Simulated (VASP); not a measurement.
Set up this calculation in VASP 6.6.1, as the native input.

| Property | Result |
| --- | --- |
| Task | single point |
| Functional | PBE |
| Potentials or basis | VASP PAW PBE potentials, release 64 (Sb, Ga_d) |
| Cutoff | 520 eV |
| k mesh | 7 × 7 × 1 |
| Occupations | fermi-dirac, width 0.05 eV |
| Spin | no spin polarisation |
| Dipole correction | yes |
| Further INCAR settings | ALGO = Normal; EDIFF = 1e-07; NBANDS = 46 |

The structure of GaSb lies in POSCAR:

```
GaSb
1.0
    4.3260792873      0.0000000000      0.0000000000
   -2.1630396436      3.7464945616      0.0000000000
    0.0000000000      0.0000000000     26.4797440774
Sb Ga
4 4
Direct
    0.0000000000      0.0000000000      0.2832353658
    0.3333333333      0.6666666667      0.4166289868
    0.6666666667      0.3333333333      0.5500226079
    0.0000000000      0.0000000000      0.6834162289
    0.3333333333      0.6666666667      0.3165837711
    0.6666666667      0.3333333333      0.4499773921
    0.0000000000      0.0000000000      0.5833710132
    0.3333333333      0.6666666667      0.7167646342
```

The input as run:

INCAR

```
PREC     = Accurate       # precision mode
ENCUT    = 520            # plane-wave cutoff, eV
EDIFF    = 1E-7           # SCF threshold, eV
ISMEAR   = -1             # smearing method
SIGMA    = 0.05           # smearing width, eV
LREAL    = F              # projectors in reciprocal space
LASPH    = T              # aspherical terms in the spheres
NELM     = 100            # most SCF steps
ALGO     = Normal         # electronic algorithm
ISIF     = 2              # what is computed and relaxed
LWAVE    = F              # write WAVECAR
LCHARG   = F              # write CHGCAR
LDIPOL   = T            
IDIPOL   = 3            
DIPOL    = 0.5 0.5 0.500
GGA      = PE             # functional
NBANDS   = 46             # bands
```

KPOINTS

```
Automatic mesh
0
Gamma
  7 7 1
```

Potentials or basis: VASP PAW PBE potentials, release 64 (Sb, Ga_d).

Run with:

```sh
$ cat potpaw_PBE.64/Sb/POTCAR potpaw_PBE.64/Ga_d/POTCAR > POTCAR
$ mpirun -np 1 vasp_std > vasp.out
```

It gave:

The largest force is 0.521 eV/Å and the band gap on the k mesh is zero (band 36 reaches 0.73 eV, above the bottom of band 37 at 0.43 eV).

Caveat: spin-orbit coupling is left out, which moves the levels of the heavy elements.

It took 12 min on 1 thread of AMD EPYC 7R43 64-Core Processor (Zen 3), on a shared host, peak memory 0.5 GiB.
